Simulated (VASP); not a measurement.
Wanted: the native input for a VASP 6.6.1 run.

```
Task                   : single point
Functional             : PBE
Potentials or basis    : VASP PAW PBE potentials, release 64 (Sc_sv, Ti_sv, N)
Cutoff                 : 520 eV
k mesh                 : 6 × 6 × 4
Occupations            : gaussian, width 0.1 eV
Spin                   : collinear spin
Starting moments       : [0.0, 1.0, 0.0, 0.0] μB
Dipole correction      : no
Further INCAR settings : ALGO = Normal; EDIFF = 1e-06; NBANDS = 28
```

The structure of ScTiN2 lies in POSCAR:

```
ScTiN2
1.0
    3.4609044800      0.0000000000      0.0000000000
    0.0000000000      3.4609044800      0.0000000000
    0.0000000000      0.0000000000      4.7232243000
Sc Ti N
1 1 2
Direct
    0.5000000000      0.5000000000      0.5000000000
    0.0000000000      0.0000000000      0.0000000000
    0.0000000000      0.0000000000      0.5000000000
    0.5000000000      0.5000000000      0.0000000000
```

The cell was built from a structure type or drawn by symmetry, and may not be a known phase.

These files were run (other wordings do the same):

INCAR

```
SYSTEM = ScTiN2
ALGO     = Normal         ! electronic algorithm
EDIFF    = 1E-6           ! SCF threshold, eV
ENCUT    = 520            ! plane-wave cutoff, eV
GGA      = PE             ! functional
ISIF     = 2              ! what is computed and relaxed
ISMEAR   = 0              ! smearing method
ISPIN    = 2              ! spin polarisation
LASPH    = .TRUE.         ! aspherical terms in the spheres
LCHARG   = .FALSE.        ! write CHGCAR
LMAXMIX  = 4              ! l up to which the mixer works
LORBIT   = 11             ! projections on sites
LREAL    = .FALSE.        ! projectors in reciprocal space
LWAVE    = .FALSE.        ! write WAVECAR
MAGMOM   = 0 1 0 0        ! initial moments
NBANDS   = 28             ! bands
NELM     = 150            ! most SCF steps
PREC     = Accurate       ! precision mode
SIGMA    = 0.1            ! smearing width, eV
```

KPOINTS

```
k-points
0
G
  6 6 4
  0 0 0
```

Potentials or basis: VASP PAW PBE potentials, release 64 (Sc_sv, Ti_sv, N).

Command:

```console
$ cat potpaw_PBE.64/Sc_sv/POTCAR potpaw_PBE.64/Ti_sv/POTCAR potpaw_PBE.64/N/POTCAR > POTCAR
$ mpirun -np 1 vasp_std > vasp.out
```

Results of the run:

* Pressure: -36.6 GPa
* Net moment: 0.28 μB per cell
* Site moments: Sc +0.01; Ti +0.21; N +0.00, -0.00 μB
* Valence electrons inside the program's atomic spheres: Sc 9.24; Ti 9.90; N 3.56, 3.54

Caveat: the cell stands under tension.

It took 4.3 min on 1 thread of Intel Xeon 8259CL, on a shared host, peak memory 0.24 GiB.
